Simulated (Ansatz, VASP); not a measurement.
**Si3C2: VASP beside Ansatz**

Contents of INCAR:

```
SYSTEM = Si3C2
  ALGO = Normal
  EDIFF = 1E-6
  ENCUT = 520
  GGA = PE
  ISIF = 2
  ISMEAR = 0
  ISPIN = 2
  LASPH = .True.
  LCHARG = .False.
  LORBIT = 11
  LREAL = .False.
  LWAVE = .False.
  MAGMOM = 0 0 0 1 1
  NBANDS = 22
  NELM = 150
  PREC = Accurate
  SIGMA = 0.1
```

File KPOINTS:

```
k-points
0
Gamma
  6 6 6
  0 0 0
```

The input POSCAR:

```
Si3C2
1.0
    4.7950664989      0.0000000000      0.0000000000
   -2.3975332495      4.1526494009      0.0000000000
    0.0000000000      0.0000000000      2.7657912361
Si C
3 2
Direct
    0.3648458104      0.0000000000      0.0000000000
    0.0000000000      0.3648458104      0.0000000000
    0.6351541896      0.6351541896      0.0000000000
    0.3333333333      0.6666666667      0.5000000000
    0.6666666667      0.3333333333      0.5000000000
```

Input for Ansatz:

```yaml
crystal:
  lattice:
    - [4.7950664989, 0.0, 0.0]
    - [-2.3975332495, 4.1526494009, 0.0]
    - [0.0, 0.0, 2.7657912361]
  atoms:
    - { symbol: Si, position: [0.3648458104, 0.0, 0.0] }
    - { symbol: Si, position: [0.0, 0.3648458104, 0.0] }
    - { symbol: Si, position: [0.6351541896, 0.6351541896, 0.0] }
    - { symbol: C, position: [0.3333333333, 0.6666666667, 0.5], spin: 1.0 }
    - { symbol: C, position: [0.6666666667, 0.3333333333, 0.5], spin: 1.0 }
basis:
  ecutwfc: 420
kpoints:
  mp_grid: { grid: [6, 6, 6] }
hamiltonian:
  xc: pbe
scf:
  occupations: { method: gaussian, width: 0.1 }
  lower_state_search: "off"
output:
  forces: true
  stress: true
  eigenvalues: true
  populations: true
magnetization:
  spin_polarized: true
```

Alike in both runs: task single point; functional PBE; k mesh 6 × 6 × 6; occupations gaussian, width 0.1 eV; collinear spin.

|  | VASP | Ansatz |
| --- | --- | --- |
| version | VASP 6.6.1 | Ansatz 0.2.0 |
| potentials or method | VASP PAW PBE potentials, release 64 (Si, C), cutoff 520 eV | scalar-relativistic, plane waves, PAW |
| valence electrons in the cell | 20 | 20 |

|  | VASP | Ansatz | Ansatz less VASP |
| --- | --- | --- | --- |
| gap on the k mesh at the Fermi level (eV) | none | none | - |
| pressure (GPa) | 0.0 | -0.1 | -0.07 |
| traceless stress, the component that is largest in VASP (GPa) | 0.35 | 0.30 | -0.055 |
| rms of the force components (eV/Å) | 0.003 | 0.004 | +0.0008 |
| net moment per atom (μB) | 0.00 | 0.00 | 0.000 |

Atom by atom the forces differ by 0.001 eV/Å (rms over components). A gap of «none» marks a metal or a gap that the smearing closes. Ansatz's warnings: seeded moment not kept.

The k mesh is coarse, so the values compare programs but aren't converged.
